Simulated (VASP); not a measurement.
# PtS2 (P-3m1) in VASP: further runs

The runs below take PtS2 through single point, relaxation of the atoms, with PBE.

Program: VASP 6.6.1. These are calculated values, not measurements. Logs are shortened: lines on timing, memory, paths and dates and some standing lists are left out, and cuts for length are marked.

### 1 The cell of the first run

Symmetry: P-3m1, No. 164, trigonal system. Conventional cell: a = 3.586 Å, b = 3.586 Å, c = 5.947 Å, α = 90.00°, β = 90.00°, γ = 120.00°. Within 3.2 Å of Pt (site symmetry -3m) lie 6 S at 2.40 Å. Within 3.3 Å of S (site symmetry 3m) lie 3 Pt at 2.40 Å and 3 S at 3.20 Å.

### 2 Single point, PBE (22.07 Å³/atom)

Contents of INCAR:

```
PREC = Accurate
ENCUT = 520
EDIFF = 1E-7
ISMEAR = 0
SIGMA = 0.05
LREAL = F
LASPH = T
NELM = 80
ALGO = Normal
ISIF = 2
LWAVE = F
LCHARG = T
GGA = PE
LELF = T
LVHAR = T
NBANDS = 18
```

Contents of KPOINTS:

```
regular mesh
0
Gamma
  12 12 6
```

Contents of POSCAR:

```
PtS2
1.0
    3.5857041036      0.0000000000      0.0000000000
   -1.7928520518      3.1053108442      0.0000000000
    0.0000000000      0.0000000000      5.9465316855
Pt S
1 2
Direct
    0.0000000000      0.0000000000      0.0000000000
    0.3333333333      0.6666666667      0.2053152611
    0.6666666667      0.3333333333      0.7946847389
```

Potentials or basis: VASP PAW PBE potentials, release 64 (Pt, S).

Run with:

```sh
cat potpaw_PBE.64/Pt/POTCAR potpaw_PBE.64/S/POTCAR > POTCAR
mpirun -np 1 vasp_std > vasp.out
```

OUTCAR:

```text
PREC = Accurate
   ENCUT = 520
   EDIFF = 1E-7
   ISMEAR = 0
   LREAL = F
   LASPH = T
   NELM = 80
   ISIF = 2
   GGA = PE

 ion  position               nearest neighbor table
   1  0.000  0.000  0.000-   2 2.40   3 2.40   3 2.40   2 2.40   3 2.40   2 2.40
   2  0.333  0.667  0.205-   1 2.40   1 2.40   1 2.40
   3  0.667  0.333  0.795-   1 2.40   1 2.40   1 2.40

  LATTYP: Found a hexagonal cell.
 ALAT       =     3.5857041036
 C/A-ratio  =     1.6584000000

  Lattice vectors:

 A1 = (   3.5857041036,   0.0000000000,   0.0000000000)
 A2 = (  -1.7928520518,   3.1053108442,   0.0000000000)
 A3 = (   0.0000000000,   0.0000000000,   5.9465316855)

Analysis of symmetry for initial positions (statically):
=====================================================================
 Subroutine PRICEL returns:
 Original cell was already a primitive cell.

 Routine SETGRP: Setting up the symmetry group for a
 hexagonal supercell.

 Subroutine GETGRP returns: Found 12 space group operations
 (whereof 12 operations were pure point group operations)
 out of a pool of 24 trial point group operations.

The static configuration has the point symmetry D_3d.

Analysis of symmetry for dynamics (positions and initial velocities):
=====================================================================
 Subroutine PRICEL returns:
 Original cell was already a primitive cell.

 Routine SETGRP: Setting up the symmetry group for a
 hexagonal supercell.

 Subroutine GETGRP returns: Found 12 space group operations
 (whereof 12 operations were pure point group operations)
 out of a pool of 24 trial point group operations.

The dynamic configuration has the point symmetry D_3d.

 Subroutine INISYM returns: Found 12 space group operations
 (whereof 12 operations are pure point group operations),
 and found     1 'primitive' translations

----------------------------------------------------------------------------------------

                                     Primitive cell

  volume of cell :      66.2130

  direct lattice vectors                    reciprocal lattice vectors
     3.585704104  0.000000000  0.000000000     0.278885254  0.161014477  0.000000000
    -1.792852052  3.105310844  0.000000000     0.000000000  0.322028953  0.000000000
     0.000000000  0.000000000  5.946531686     0.000000000  0.000000000  0.168165252

  length of vectors
     3.585704104  3.585704104  5.946531686     0.322028953  0.322028953  0.168165252

[... 81 lines left out ...]
   NELM   =     80;   NELMIN=  2; NELMDL= -5     # of ELM steps
   EDIFF  = 0.1E-06   stopping-criterion for ELM
   LREAL  =      F    real-space projection
   EDIFFG = 0.1E-05   stopping-criterion for IOM
   NSW    =      0    number of steps for IOM
   IBRION =     -1    ionic relax: 0-MD 1-quasi-New 2-CG
   NFREE  =      0    steps in history (QN), initial steepest desc. (CG)
   ISIF   =      2    stress and relaxation
   ISYM   =      2    0-nonsym 1-usesym 2-fastsym
   POTIM  = 0.5000    time-step for ionic-motion
   TEBEG  =    0.0;   TEEND  =   0.0 temperature during run
   PSTRESS=    0.0 pullay stress
   NELECT =      22.0000    total number of electrons
   NUPDOWN=      -1.0000    fix difference up-down
   EMIN   =  10.00;   EMAX   =-10.00  energy-range for DOS
   EFERMI =   0.00;   METHOD = LEGACY
   ISMEAR =     0;   SIGMA  =   0.05  broadening in eV -4-tet -1-fermi 0-gaus
   EFERMI_NEDOS =   21; number of points for ismear=-14 and -15
   IALGO  =     38    algorithm
   IMIX   =      4    mixing-type and parameters
     AMIX     =   0.40;   BMIX     =  1.00
     AMIX_MAG =   1.60;   BMIX_MAG =  1.00
  volume/ion in A,a.u.               =      22.07       148.94
  Fermi-wavevector in a.u.,A,eV,Ry     =   1.133882  2.142727 17.492861  1.285689
  Thomas-Fermi vector in A             =   2.270586
   LORBIT       =      0    0 simple, 1 ext, 2 COOP (PROOUT), +10 PAW based schemes
   GGA     = PE    functional components
   LHFCALC =     F    Hartree Fock is set to
   AEXX    =    0.0000 exact exchange contribution
   IVDW    =     0    specifies the selected vdW correction
   LEPSILON=     F    determine dielectric tensor
   LRPA    =     F    only Hartree local field effects (RPA)
 non-spin polarized calculation
 Gauss-broadening in eV      SIGMA  =   0.05
  energy-cutoff  :      520.00
  volume of cell :       66.21
 maximum number of plane-waves:      1810
 NGX is ok and might be reduce to    28
   NGX = 13   NGY = 13   NGZ = 23

 number of electron      21.9999999 magnetization

 Free energy of the ion-electron system (eV)
  ---------------------------------------------------
  ext. energy  EPLUGINS =         0.00000000
  ---------------------------------------------------
  free energy    TOTEN  =       -15.46087413 eV

  energy without entropy =      -15.46087413  energy(sigma->0) =      -15.46087413

 E-fermi :   4.3145     XC(G=0):  -9.4342

 val. band max:        4.0444545377   @ k =   0.0000   0.1667   0.1667
 cond. band min:       5.2923132775   @ k =   0.0000   0.2500   0.3333
 fundamental gap:      1.2478587398
 Fermi energy:         4.3145466878

 k-point     1 :       0.0000    0.0000    0.0000
  band No.  band energies     occupation
      1     -10.2256      2.00000
      2      -7.8935      2.00000
      3      -1.7579      2.00000
      4      -1.7579      2.00000
      5      -1.5883      2.00000
      6       0.9351      2.00000
[... 481 lines left out ...]
      5      -1.1433      2.00000
      6       0.3609      2.00000
[... 10 lines left out ...]
     17      13.5648      0.00000
     18      13.6587      0.00000

 [... further k-points ...]

------------------------ aborting loop because EDIFF is reached ----------------------------------------

  FORCE on cell =-STRESS in cart. coord.  units (eV):
  Direction    XX          YY          ZZ          XY          YZ          ZX
  --------------------------------------------------------------------------------------
  -------------------------------------------------------------------------------------
  Total       -0.2665486     -0.2665486      0.0020787      0.0000000      0.0000000      0.0000000
  in kB       -6.4497632     -6.4497632      0.0502979      0.0000000      0.0000000      0.0000000
  external PRESSURE =      -4.2830762 kB  Pullay stress =       0.0000000 kB

 VOLUME and BASIS-vectors are now :
 -----------------------------------------------------------------------------
  energy-cutoff  :      520.00
  volume of cell :       66.21
      direct lattice vectors                 reciprocal lattice vectors
     3.585704104  0.000000000  0.000000000     0.278885254  0.161014477  0.000000000
    -1.792852052  3.105310844  0.000000000     0.000000000  0.322028953  0.000000000
     0.000000000  0.000000000  5.946531686     0.000000000  0.000000000  0.168165252

 POSITION                                       TOTAL-FORCE (eV/Angst)
 -----------------------------------------------------------------------------------
      0.00000      0.00000      0.00000         0.000000      0.000000      0.000000
     -0.00000      2.07021      1.22091        -0.000000      0.000000     -0.031860
      1.79285      1.03510      4.72562         0.000000     -0.000000      0.031860
 -----------------------------------------------------------------------------------
    total drift:                                0.000000      0.000000     -0.000000

  FREE ENERGIE OF THE ION-ELECTRON SYSTEM (eV)
  ---------------------------------------------------
  free  energy   TOTEN  =       -15.4608741253 eV

  energy  without entropy=      -15.4608741253  energy(sigma->0) =      -15.46087413
```

stdout:

```text
POSCAR found type information on POSCAR PtS
 POSCAR found :  2 types and       3 ions
 scaLAPACK will be used
 LDA part: xc-table for (Slater+PW92), standard interpolation
 POSCAR, INCAR and KPOINTS ok, starting setup
 FFT: planning ... GRIDC
 FFT: planning ... GRID_SOFT
 FFT: planning ... GRID
 WAVECAR not read
 entering main loop
```

It took 74 s on 1 thread of AMD EPYC 9R45 (Zen 5), shared host; peak memory 0.23 GiB.

Results:

```yaml
Free_energy: -15.4609 eV
Pressure: -0.4 GPa
Largest_force: 0.032 eV/Å
Band_gap_on_the_k_mesh: 1.25 eV (least direct gap 1.38 eV)
```

Forces in eV/Å, atoms in the order of the input:
```
Pt   0.000  0.000  0.000
S    0.000  0.000 -0.032
S    0.000  0.000  0.032
```

Caveat: spin-orbit coupling is left out, which moves the levels of the heavy elements; this functional lacks dispersion, which binds the layers, so the pressure and a relaxed spacing across them are unreliable. A k mesh can miss the band edges.

### 3 Single point, PBE (22.07 Å³/atom)

Contents of INCAR:

```
PREC     = Accurate       # precision mode
ENCUT    = 520            # plane-wave cutoff, eV
EDIFF    = 1E-7           # SCF threshold, eV
ISMEAR   = 0              # smearing method
SIGMA    = 0.05           # smearing width, eV
LREAL    = False          # projectors in reciprocal space
LASPH    = True           # aspherical terms in the spheres
NELM     = 60             # most SCF steps
ALGO     = Normal         # electronic algorithm
ISIF     = 2              # what is computed and relaxed
LWAVE    = False          # write WAVECAR
LCHARG   = False          # write CHGCAR
GGA      = PE             # functional
NBANDS   = 18             # bands
```

KPOINTS is that of step 2.

Contents of POSCAR:

```
PtS2
1.0
    3.3746046201      0.0000000000      0.0000000000
   -1.6873023101      2.9224933288      0.0000000000
    0.0000000000      0.0000000000      6.7137758918
Pt S
1 2
Direct
    0.0000000000      0.0000000000      0.0000000000
    0.3333333333      0.6666666667      0.2006475308
    0.6666666667      0.3333333333      0.7993524692
```

Potentials or basis: VASP PAW PBE potentials, release 64 (Pt, S).

Run with:

```sh
cat potpaw_PBE.64/Pt/POTCAR potpaw_PBE.64/S/POTCAR > POTCAR
mpirun -np 1 vasp_std > vasp.out
```

Run time: 85 s. Hardware: 1 thread of AMD EPYC 9R45 (Zen 5), shared host; peak memory 0.23 GiB.

The run converged. Its results:

```yaml
Free_energy: -15.2176 eV
Pressure: 6.7 GPa
Largest_force: 0.048 eV/Å
Band_gap_on_the_k_mesh: 1.45 eV (least direct gap 1.71 eV)
```

Forces in eV/Å, atoms in the order of the input:
```
Pt   0.000  0.000  0.000
S    0.000  0.000 -0.048
S    0.000  0.000  0.048
```

Stress tensor (GPa, compression positive):
```
10.13  0.00  0.00
 0.00 10.13  0.00
 0.00  0.00 -0.25
```

Levels at points of the mesh, in eV from the valence-band top:
| k point | band 8 | band 9 | band 10 | band 11 | band 12 | band 13 | band 14 | band 15 |
| --- | --- | --- | --- | --- | --- | --- | --- | --- |
| (0.00, 0.00, 0.00) | -1.58 | -0.92 | -0.09 | -0.09 | 3.14 | 3.14 | 5.54 | 6.28 |
| (0.50, 0.00, 0.00) | -2.11 | -2.10 | -1.76 | -1.52 | 2.84 | 2.92 | 5.49 | 6.56 |
| (0.00, 0.00, 0.50) | -1.68 | -1.24 | -0.10 | -0.10 | 3.17 | 3.17 | 6.13 | 7.44 |
| (0.50, 0.00, 0.50) | -2.10 | -1.84 | -1.74 | -1.54 | 2.85 | 3.12 | 5.09 | 6.14 |

Caveat: the cell stands under pressure; spin-orbit coupling is left out, which moves the levels of the heavy elements; this functional lacks dispersion, which binds the layers, so the pressure and a relaxed spacing across them are unreliable. A k mesh can miss the band edges.

### 4 Relaxation of the atoms, PBE (22.07 Å³/atom)

Contents of INCAR:

```
SYSTEM = PtS2
ALGO     = Normal         ! electronic algorithm
EDIFF    = 1E-6           ! SCF threshold, eV
EDIFFG   = -0.01          ! ionic threshold
ENCUT    = 520            ! plane-wave cutoff, eV
GGA      = PE             ! functional
IBRION   = 2              ! ionic algorithm
ISIF     = 2              ! what is computed and relaxed
ISMEAR   = 0              ! smearing method
LASPH    = .TRUE.         ! aspherical terms in the spheres
LCHARG   = .FALSE.        ! write CHGCAR
LREAL    = .FALSE.        ! projectors in reciprocal space
LWAVE    = .FALSE.        ! write WAVECAR
NELM     = 60             ! most SCF steps
NSW      = 50             ! ionic steps
PREC     = Accurate       ! precision mode
SIGMA    = 0.05           ! smearing width, eV
```

Contents of KPOINTS:

```
k-points
0
G
  12 12 6
  0 0 0
```

Contents of POSCAR:

```
PtS2
1.0
    3.3746046201      0.0000000000      0.0000000000
   -1.6873023101      2.9224933288      0.0000000000
    0.0000000000      0.0000000000      6.7137758918
Pt S
1 2
Direct
    0.0000000000      0.0000000000      0.0000000000
    0.3333333333      0.6666666667      0.1889525212
    0.6666666667      0.3333333333      0.8110474788
```

Run with:

```sh
cat potpaw_PBE.64/Pt/POTCAR potpaw_PBE.64/S/POTCAR > POTCAR
mpirun -np 1 vasp_std > vasp.out
```

Wall time 3.1 min (1 thread of Intel Xeon Platinum 8259CL at 2.50GHz (Skylake/Cascade Lake), shared host); peak memory 0.26 GiB.

It converged, with:

```
Free energy                  : -15.2177 eV
Energy gained by relaxing    : 27.3 meV/atom
Ionic steps                  : 3
Pressure after relaxing      : 6.9 GPa
Largest force after relaxing : 0.003 eV/Å
Band gap on the k mesh       : 1.47 eV (least direct gap 1.72 eV)
```

Forces on the atoms (eV/Å):
```
Pt   0.000  0.000  0.000
S    0.000  0.000 -0.003
S    0.000  0.000  0.003
```

Stress tensor (GPa, compression positive):
```
10.37  0.00  0.00
 0.00 10.37  0.00
 0.00  0.00  0.05
```

Step by step:
```tsv
step	energy change (eV)	largest force (eV/Å)	pressure (GPa)
1	0.0000	1.1224	13.16
2	-0.0759	0.2959	8.59
3	-0.0820	0.0033	6.93
```

Final structure:
```
CELL_PARAMETERS angstrom
3.37460 0.00000 0.00000
-1.68730 2.92249 0.00000
0.00000 0.00000 6.71378
ATOMIC_POSITIONS crystal
Pt 0.00000 0.00000 0.00000
S 0.33333 0.66667 0.20016
S 0.66667 0.33333 0.79984
```

Levels at points of the mesh, in eV from the valence-band top:
| k point | band 9 | band 10 | band 11 | band 12 | band 13 | band 14 |
| --- | --- | --- | --- | --- | --- | --- |
| (0.00, 0.00, 0.00) | -0.92 | -0.09 | -0.09 | 3.15 | 3.15 | 5.55 |
| (0.50, 0.00, 0.00) | -2.10 | -1.77 | -1.53 | 2.86 | 2.94 | 5.51 |
| (0.00, 0.00, 0.50) | -1.23 | -0.10 | -0.10 | 3.18 | 3.18 | 6.12 |
| (0.50, 0.00, 0.50) | -1.83 | -1.74 | -1.55 | 2.87 | 3.13 | 5.11 |

Caveat: spin-orbit coupling is left out, which moves the levels of the heavy elements; this functional lacks dispersion, which binds the layers, so the pressure and a relaxed spacing across them are unreliable. As with any semilocal functional, this PBE gap is likely too small.

### 5 Relaxation of the atoms, PBE (22.07 Å³/atom)

Contents of INCAR:

```
SYSTEM = PtS2
  PREC = Accurate
  ENCUT = 520
  EDIFF = 1E-7
  ISMEAR = 0
  SIGMA = 0.05
  LREAL = .False.
  LASPH = .True.
  NELM = 60
  ALGO = Normal
  ISIF = 2
  LWAVE = .False.
  LCHARG = .False.
  GGA = PE
  IBRION = 2
  NSW = 50
  EDIFFG = -0.01
```

Contents of KPOINTS:

```
Automatic mesh
0
Gamma
  12 12 6
  0 0 0
```

Contents of POSCAR:

```
PtS2
1.0
    3.4785464324      0.0000000000      0.0000000000
   -1.7392732162      3.0125095787      0.0000000000
    0.0000000000      0.0000000000      6.3185441471
Pt S
1 2
Direct
    0.0000000000      0.0000000000      0.0000000000
    0.3333333333      0.6666666667      0.1889525212
    0.6666666667      0.3333333333      0.8110474788
```

Run with:

```sh
cat potpaw_PBE.64/Pt/POTCAR potpaw_PBE.64/S/POTCAR > POTCAR
mpirun -np 1 vasp_std > vasp.out
```

Wall time 3.6 min (1 thread of Intel Xeon Platinum 8259CL at 2.50GHz (Skylake/Cascade Lake), shared host); peak memory 0.26 GiB.

It converged, with:

```yaml
Free_energy: -15.4087 eV
Energy_gained_by_relaxing: 34.2 meV/atom
Ionic_steps: 3
Pressure_after_relaxing: 3.4 GPa
Band_gap_on_the_k_mesh: 1.45 eV (least direct gap 1.58 eV)
```

Stress tensor (GPa, compression positive):
```
5.01 0.00 0.00
0.00 5.01 0.00
0.00 0.00 0.14
```

The path:
| step | energy change (eV) | largest force (eV/Å) | pressure (GPa) |
| --- | --- | --- | --- |
| 1 | 0.0000 | 1.2230 | 9.90 |
| 2 | -0.0928 | 0.3643 | 5.32 |
| 3 | -0.1025 | 0.0012 | 3.38 |

Final structure:
```cif
data_structure
_symmetry_space_group_name_H-M 'P 1'
_symmetry_Int_Tables_number 1
_cell_length_a 3.4785
_cell_length_b 3.4785
_cell_length_c 6.3185
_cell_angle_alpha 90.000
_cell_angle_beta 90.000
_cell_angle_gamma 120.000
_cell_volume 66.21
loop_
_atom_site_label
_atom_site_type_symbol
_atom_site_fract_x
_atom_site_fract_y
_atom_site_fract_z
_atom_site_occupancy
Pt1 Pt 0.00000 0.00000 0.00000 1
S1 S 0.33333 0.66667 0.20255 1
S2 S 0.66667 0.33333 0.79745 1
```

Levels at points of the mesh, in eV from the valence-band top:
| k point | band 7 | band 8 | band 9 | band 10 | band 11 | band 12 | band 13 | band 14 | band 15 |
| --- | --- | --- | --- | --- | --- | --- | --- | --- | --- |
| (0.00, 0.00, 0.00) | -3.12 | -1.35 | -0.53 | -0.32 | -0.32 | 3.06 | 3.06 | 5.54 | 6.00 |
| (0.50, 0.00, 0.00) | -2.33 | -2.28 | -2.04 | -1.99 | -1.78 | 2.66 | 2.91 | 5.55 | 6.67 |
| (0.00, 0.00, 0.50) | -3.12 | -1.50 | -0.96 | -0.34 | -0.34 | 3.12 | 3.12 | 5.96 | 7.28 |
| (0.50, 0.00, 0.50) | -2.43 | -2.28 | -2.00 | -1.83 | -1.57 | 2.78 | 2.93 | 5.20 | 6.24 |

Caveat: spin-orbit coupling is left out, which moves the levels of the heavy elements; this functional lacks dispersion, which binds the layers, so the pressure and a relaxed spacing across them are unreliable. A k mesh can miss the band edges.

### 6 Overview

```csv
task,cell,gap on the mesh (eV),pressure (GPa),largest force (eV/Å)
single point,"a = 3.586, b = 3.586, c = 5.947 Å, angles 90.0, 90.0, 120.0°, 3 atoms, atomic positions A",1.25,-0.4,0.03
single point,"a = 3.375, b = 3.375, c = 6.714 Å, angles 90.0, 90.0, 120.0°, 3 atoms, atomic positions B",1.45,6.7,0.05
relaxation of the atoms,"atoms relaxed from a = 3.375, b = 3.375, c = 6.714 Å, angles 90.0, 90.0, 120.0°, 3 atoms, atomic positions C",1.47,6.9,-
relaxation of the atoms,"atoms relaxed from a = 3.479, b = 3.479, c = 6.319 Å, angles 90.0, 90.0, 120.0°, 3 atoms, atomic positions C",1.45,3.4,-
```

Alike in all rows: level PBE; potentials or basis VASP PAW PBE potentials, release 64 (Pt, S); no spin polarisation; k mesh 12 × 12 × 6; cutoff (eV) 520; smearing gaussian 0.05 eV.

Caveats: spin-orbit coupling is left out, which moves the levels of the heavy elements; this functional lacks dispersion, which binds the layers, so the pressure and a relaxed spacing across them are unreliable; the cell stands under pressure (at least some runs).

Total energies depend on the potentials used, so only differences within one code and one set of settings carry meaning.
